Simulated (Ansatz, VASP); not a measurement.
## Two plane-wave programs on HgTe

The input INCAR:

```
SYSTEM = HgTe
PREC = Accurate
ENCUT = 520
EDIFF = 1E-6
ISMEAR = 0
SIGMA = 0.05
LREAL = .False.
LASPH = .True.
NELM = 60
ALGO = Normal
ISIF = 2
LWAVE = .False.
LCHARG = .True.
GGA = B5
ALDAX = 1.0
AGGAX = 1.0
AGGAC = 1.0
ALDAC = 0.0
LELF = .True.
LVHAR = .True.
NBANDS = 16
```

KPOINTS

```
Automatic mesh
0
Gamma
  6 6 6
  0 0 0
```

Contents of POSCAR:

```
HgTe
1.0
    0.0000000000      3.4407560596      3.4407560596
    3.4407560596      0.0000000000      3.4407560596
    3.4407560596      3.4407560596      0.0000000000
Hg Te
1 1
Direct
    0.0000000000      0.0000000000      0.0000000000
    0.2500000000      0.2500000000      0.2500000000
```

Input for Ansatz:

```yaml
crystal:
  lattice:
    - [0.0, 3.4407560596, 3.4407560596]
    - [3.4407560596, 0.0, 3.4407560596]
    - [3.4407560596, 3.4407560596, 0.0]
  atoms:
    - { symbol: Hg, position: [0.0, 0.0, 0.0] }
    - { symbol: Te, position: [0.25, 0.25, 0.25] }
basis:
  ecutwfc: 420
  ecutrho_ratio: 4
kpoints:
  mp_grid: { grid: [6, 6, 6] }
hamiltonian:
  xc: blyp
scf:
  occupations: { method: gaussian, width: 0.05 }
output:
  forces: true
  stress: true
  eigenvalues: true
```

Alike in both runs: task single point; functional BLYP; k mesh 6 × 6 × 6; occupations gaussian, width 0.05 eV; no spin polarisation.

|  | VASP | Ansatz |
| --- | --- | --- |
| version | VASP 6.6.1 | Ansatz 0.2.0 |
| potentials or method | VASP PAW PBE potentials, release 64 (Hg, Te), cutoff 520 eV | scalar-relativistic, plane waves, PAW |
| valence electrons in the cell | 18 | 36 |

```csv
,VASP,Ansatz,Ansatz less VASP
gap on the k mesh at the Fermi level (eV),none,none,-
pressure (GPa),-0.4,-0.5,-0.13
```

VASP's potentials were made for PBE, not for BLYP. A gap of «none» marks a metal or a gap that the smearing closes. VASP's potentials hold 18 valence electrons a cell and Ansatz's 36, so a difference there can come from the potentials and not from the codes.

Spin-orbit coupling is off throughout.
